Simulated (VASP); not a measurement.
# HgTe (F-43m) in VASP: single point with r2SCAN

Aim: the single point of HgTe with r2SCAN.

All numbers are computed with VASP 6.6.1; they aren't measurements. Logs are shortened: lines on timing, memory, paths and dates and some standing lists are left out, and cuts for length are marked.

**1. The cell of the first run**

The structure is cubic, space group F-43m (No. 216). Conventional cell: a = 6.509 Å, b = 6.509 Å, c = 6.509 Å, α = 90.00°, β = 90.00°, γ = 90.00°. Hg (site symmetry -43m) has 4 Te at 2.82 Å within 3.7 Å. Within 3.7 Å of Te (site symmetry -43m) lie 4 Hg at 2.82 Å.

**2. Single point, r2SCAN**

POSCAR

```
HgTe
1.0
    0.0000000000      3.2547406865      3.2547406865
    3.2547406865      0.0000000000      3.2547406865
    3.2547406865      3.2547406865      0.0000000000
Hg Te
1 1
Direct
    0.0000000000      0.0000000000      0.0000000000
    0.2500000000      0.2500000000      0.2500000000
```

INCAR.step1

```
SYSTEM = HgTe
ALGO = Normal ; EDIFF = 1E-5
ENCUT = 550 ; GGA = PE
GGA_COMPAT = .FALSE. ; ISMEAR = 0
LASPH = .TRUE. ; LCHARG = .FALSE.
LREAL = .FALSE. ; LWAVE = .TRUE.
NBANDS = 16 ; NELM = 120
PREC = Accurate ; SIGMA = 0.1
```

INCAR.step2

```
SYSTEM = HgTe
ALGO = Normal ; EDIFF = 1E-6
ENCUT = 550 ; GGA_COMPAT = .FALSE.
ISIF = 2 ; ISMEAR = 0
ISTART = 1 ; LASPH = .TRUE.
LCHARG = .FALSE. ; LMIXTAU = .TRUE.
LREAL = .FALSE. ; LWAVE = .FALSE.
METAGGA = R2SCAN ; NBANDS = 16
NELM = 120 ; PREC = Accurate
SIGMA = 0.1
```

KPOINTS

```
k-points
0
G
  12 12 12
  0 0 0
```

Potentials or basis: VASP PAW PBE potentials, release 64 (Hg, Te).

The run is started by

```console
> cat potpaw_PBE.64/Hg/POTCAR potpaw_PBE.64/Te/POTCAR > POTCAR
> cp INCAR.step1 INCAR
> mpirun -np 1 vasp_std > vasp.out
> cp INCAR.step2 INCAR
> mpirun -np 1 vasp_std > vasp.out
```

OUTCAR:

```text
SYSTEM = HgTe
   EDIFF = 1E-6
   ENCUT = 550
   ISIF = 2
   ISMEAR = 0
   ISTART = 1
   LASPH = .TRUE.
   LREAL = .FALSE.
   METAGGA = R2SCAN
   NELM = 120
   PREC = Accurate

 ion  position               nearest neighbor table
   1  0.000  0.000  0.000-   2 2.82   2 2.82   2 2.82   2 2.82
   2  0.250  0.250  0.250-   1 2.82   1 2.82   1 2.82   1 2.82

  LATTYP: Found a face centered cubic cell.
 ALAT       =     6.5094813730

  Lattice vectors:

 A1 = (   0.0000000000,   3.2547406865,   3.2547406865)
 A2 = (   3.2547406865,   0.0000000000,   3.2547406865)
 A3 = (   3.2547406865,   3.2547406865,   0.0000000000)

Analysis of symmetry for initial positions (statically):
=====================================================================
 Subroutine PRICEL returns:
 Original cell was already a primitive cell.

 Routine SETGRP: Setting up the symmetry group for a
 face centered cubic supercell.

 Subroutine GETGRP returns: Found 24 space group operations
 (whereof 24 operations were pure point group operations)
 out of a pool of 48 trial point group operations.

The static configuration has the point symmetry T_d .

Analysis of symmetry for dynamics (positions and initial velocities):
=====================================================================
 Subroutine PRICEL returns:
 Original cell was already a primitive cell.

 Routine SETGRP: Setting up the symmetry group for a
 face centered cubic supercell.

 Subroutine GETGRP returns: Found 24 space group operations
 (whereof 24 operations were pure point group operations)
 out of a pool of 48 trial point group operations.

The dynamic configuration has the point symmetry T_d .

 Subroutine INISYM returns: Found 24 space group operations
 (whereof 24 operations are pure point group operations),
 and found     1 'primitive' translations

----------------------------------------------------------------------------------------

                                     Primitive cell

  volume of cell :      68.9571

  direct lattice vectors                    reciprocal lattice vectors
     0.000000000  3.254740686  3.254740686    -0.153622070  0.153622070  0.153622070
     3.254740686  0.000000000  3.254740686     0.153622070 -0.153622070  0.153622070
     3.254740686  3.254740686  0.000000000     0.153622070  0.153622070 -0.153622070

  length of vectors
     4.602898421  4.602898421  4.602898421     0.266081230  0.266081230  0.266081230

  position of ions in fractional coordinates (direct lattice)
     0.000000000  0.000000000  0.000000000
     0.250000000  0.250000000  0.250000000

  ion indices of the primitive-cell ions
   primitive index   ion index
                 1           1
                 2           2

----------------------------------------------------------------------------------------

 KPOINTS: k-points

Automatic generation of k-mesh.
 Grid dimensions read from file:
 generate k-points for:   12   12   12

 Generating k-lattice:

  Cartesian coordinates                     Fractional coordinates (reciprocal lattice)
    -0.012801839  0.012801839  0.012801839     0.083333333  0.000000000  0.000000000
     0.012801839 -0.012801839  0.012801839     0.000000000  0.083333333  0.000000000
     0.012801839  0.012801839 -0.012801839     0.000000000  0.000000000  0.083333333

  Length of vectors
     0.022173436  0.022173436  0.022173436

  Shift w.r.t. Gamma in fractional coordinates (k-lattice)
     0.000000000  0.000000000  0.000000000

 Subroutine IBZKPT returns following result:
 ===========================================

 Found     72 irreducible k-points:

 Following reciprocal coordinates:
            Coordinates               Weight
  0.000000  0.000000  0.000000      1.000000
  0.083333  0.000000  0.000000      8.000000
  0.166667  0.000000  0.000000      8.000000
  0.250000  0.000000  0.000000      8.000000
  0.333333  0.000000  0.000000      8.000000
  0.416667  0.000000  0.000000      8.000000
[... 16 lines left out ...]
  0.500000  0.166667  0.000000     24.000000
 -0.416667  0.166667  0.000000     24.000000
 [... further k-points ...]
   k-points           NKPTS =     72   k-points in BZ     NKDIM =     72   number of bands    NBANDS=     16
   number of dos      NEDOS =    301   number of ions     NIONS =      2
   total plane-waves  NPLWV =  46656
   dimension x,y,z NGX =    36 NGY =   36 NGZ =   36
   dimension x,y,z NGXF=    72 NGYF=   72 NGZF=   72
   ions per type =               1   1
   NGX,Y,Z   is equivalent  to a cutoff of  13.00, 13.00, 13.00 a.u.
   NGXF,Y,Z  is equivalent  to a cutoff of  26.00, 26.00, 26.00 a.u.
 SYSTEM =  HgTe
   PREC   = accura    normal or accurate (medium, high low for compatibility)
   ISTART =      1    job   : 0-new  1-cont  2-samecut
   ICHARG =      0    charge: 1-file 2-atom 10-const
   ISPIN  =      1    spin polarized calculation?
   LNONCOLLINEAR =      F non collinear calculations
   LSORBIT =      F    spin-orbit coupling
   LASPH  =      T    aspherical Exc in radial PAW
   ENCUT  =  550.0 eV  40.42 Ry    6.36 a.u.   8.80  8.80  8.80*2*pi/ulx,y,z
   NELM   =    120;   NELMIN=  2; NELMDL=  0     # of ELM steps
   EDIFF  = 0.1E-05   stopping-criterion for ELM
   LREAL  =      F    real-space projection
   EDIFFG = 0.1E-04   stopping-criterion for IOM
   NSW    =      0    number of steps for IOM
   IBRION =     -1    ionic relax: 0-MD 1-quasi-New 2-CG
   NFREE  =      0    steps in history (QN), initial steepest desc. (CG)
   ISIF   =      2    stress and relaxation
   ISYM   =      2    0-nonsym 1-usesym 2-fastsym
   POTIM  = 0.5000    time-step for ionic-motion
   TEBEG  =    0.0;   TEEND  =   0.0 temperature during run
   PSTRESS=    0.0 pullay stress
   NELECT =      18.0000    total number of electrons
   NUPDOWN=      -1.0000    fix difference up-down
   EMIN   =  10.00;   EMAX   =-10.00  energy-range for DOS
   EFERMI =   0.00;   METHOD = LEGACY
   ISMEAR =     0;   SIGMA  =   0.10  broadening in eV -4-tet -1-fermi 0-gaus
   EFERMI_NEDOS =   21; number of points for ismear=-14 and -15
   IALGO  =     38    algorithm
   IMIX   =      4    mixing-type and parameters
     AMIX     =   0.40;   BMIX     =  1.00
     AMIX_MAG =   1.60;   BMIX_MAG =  1.00
  volume/ion in A,a.u.               =      34.48       232.67
  Fermi-wavevector in a.u.,A,eV,Ry     =   1.046259  1.977143 14.893729  1.094658
  Thomas-Fermi vector in A             =   2.181090
   LORBIT       =      0    0 simple, 1 ext, 2 COOP (PROOUT), +10 PAW based schemes
   METAGGA = R2SCAN    functional components
   LHFCALC =     F    Hartree Fock is set to
   AEXX    =    0.0000 exact exchange contribution
   IVDW    =     0    specifies the selected vdW correction
   LEPSILON=     F    determine dielectric tensor
   LRPA    =     F    only Hartree local field effects (RPA)
 non-spin polarized calculation
 Gauss-broadening in eV      SIGMA  =   0.10
  energy-cutoff  :      550.00
  volume of cell :       68.96
 maximum number of plane-waves:      2044
   NGX = 17   NGY = 17   NGZ = 17

 number of electron      18.0000002 magnetization

 Free energy of the ion-electron system (eV)
  ---------------------------------------------------
  ext. energy  EPLUGINS =         0.00000000
  ---------------------------------------------------
  free energy    TOTEN  =       -75.15563157 eV

  energy without entropy =      -75.15547651  energy(sigma->0) =      -75.15555404

 E-fermi :   2.7078     XC(G=0):  -9.2162

 val. band max:        2.6447805605   @ k =   0.0000   0.0000   0.0000
 cond. band min:       3.2212751227   @ k =   0.0833   0.0000   0.0000
 fundamental gap:      0.5764945622
 Fermi energy:         2.7077644666

 k-point     1 :       0.0000    0.0000    0.0000
  band No.  band energies     occupation
      1      -9.6081      2.00000
      2      -4.8734      2.00000
      3      -4.8734      2.00000
      4      -4.8734      2.00000
      5      -4.3263      2.00000
      6      -4.3263      2.00000
[... 8 lines left out ...]
     15      12.6574      0.00000
     16      12.6574      0.00000

 k-point     2 :       0.0833    0.0000    0.0000
  band No.  band energies     occupation
      1      -9.5728      2.00000
      2      -4.8634      2.00000
      3      -4.8634      2.00000
      4      -4.8596      2.00000
      5      -4.3274      2.00000
      6      -4.3274      2.00000
[... 8 lines left out ...]
     15      12.0996      0.00000
     16      12.0996      0.00000

 k-point     3 :       0.1667    0.0000    0.0000
  band No.  band energies     occupation
      1      -9.4742      2.00000
      2      -4.8368      2.00000
      3      -4.8368      2.00000
      4      -4.8097      2.00000
      5      -4.3288      2.00000
      6      -4.3288      2.00000
[... 8 lines left out ...]
     15      11.6562      0.00000
     16      11.6562      0.00000

 k-point     4 :       0.2500    0.0000    0.0000
  band No.  band energies     occupation
      1      -9.3340      2.00000
      2      -4.8027      2.00000
      3      -4.8027      2.00000
      4      -4.7003      2.00000
      5      -4.3270      2.00000
      6      -4.3270      2.00000
[... 8 lines left out ...]
     15      11.5983      0.00000
     16      11.5983      0.00000
[... 324 lines left out ...]
 k-point    22 :       0.4167    0.1667    0.0000
  band No.  band energies     occupation
      1      -9.0656      2.00000
      2      -4.7441      2.00000
      3      -4.7006      2.00000
      4      -4.4701      2.00000
      5      -4.2957      2.00000
      6      -4.2507      2.00000
[... 8 lines left out ...]
     15      12.5197      0.00000
     16      13.2845      0.00000

 k-point    23 :       0.5000    0.1667    0.0000
  band No.  band energies     occupation
      1      -8.9858      2.00000
      2      -4.7269      2.00000
      3      -4.6924      2.00000
      4      -4.3766      2.00000
      5      -4.3008      2.00000
      6      -4.0472      2.00000
[... 8 lines left out ...]
     15      12.7856      0.00000
     16      13.3207      0.00000

 k-point    24 :      -0.4167    0.1667    0.0000
  band No.  band energies     occupation
      1      -8.9754      2.00000
      2      -4.7202      2.00000
      3      -4.7000      2.00000
      4      -4.3422      2.00000
      5      -4.3153      2.00000
      6      -3.9966      2.00000
[... 8 lines left out ...]
     15      12.4655      0.00000
     16      12.6991      0.00000

 [... further k-points ...]

------------------------ aborting loop because EDIFF is reached ----------------------------------------

  FORCE on cell =-STRESS in cart. coord.  units (eV):
  Direction    XX          YY          ZZ          XY          YZ          ZX
  --------------------------------------------------------------------------------------
  -------------------------------------------------------------------------------------
  Total        0.5702755      0.5702755      0.5702755      0.0000000      0.0000000      0.0000000
  in kB       13.2500084     13.2500084     13.2500084      0.0000000      0.0000000      0.0000000
  external PRESSURE =      13.2500084 kB  Pullay stress =       0.0000000 kB

 VOLUME and BASIS-vectors are now :
 -----------------------------------------------------------------------------
  energy-cutoff  :      550.00
  volume of cell :       68.96
      direct lattice vectors                 reciprocal lattice vectors
     0.000000000  3.254740686  3.254740686    -0.153622070  0.153622070  0.153622070
     3.254740686  0.000000000  3.254740686     0.153622070 -0.153622070  0.153622070
     3.254740686  3.254740686  0.000000000     0.153622070  0.153622070 -0.153622070

 POSITION                                       TOTAL-FORCE (eV/Angst)
 -----------------------------------------------------------------------------------
      0.00000      0.00000      0.00000         0.000000      0.000000     -0.000000
      1.62737      1.62737      1.62737        -0.000000     -0.000000      0.000000
 -----------------------------------------------------------------------------------
    total drift:                               -0.000000     -0.000000     -0.000000

  FREE ENERGIE OF THE ION-ELECTRON SYSTEM (eV)
  ---------------------------------------------------
  free  energy   TOTEN  =       -75.1556315678 eV

  energy  without entropy=      -75.1554765069  energy(sigma->0) =      -75.15555404
```

It took 4.5 min on 1 thread of AMD EPYC 7R13 (Zen 3), shared host; peak memory 0.24 GiB.

Results:

```
Free energy            : -75.1556 eV
Pressure               : 1.3 GPa
Band gap on the k mesh : zero (filled and empty bands touch)
```

Caveat: semilocal functionals underestimate gaps, and a narrow one can read as zero; the PAW data sets were made with another functional, which shifts forces and pressure a little; spin-orbit coupling is left out, which moves the levels of the heavy elements.

The gap in the log of VASP goes by the Fermi energy; the results here count the filled bands.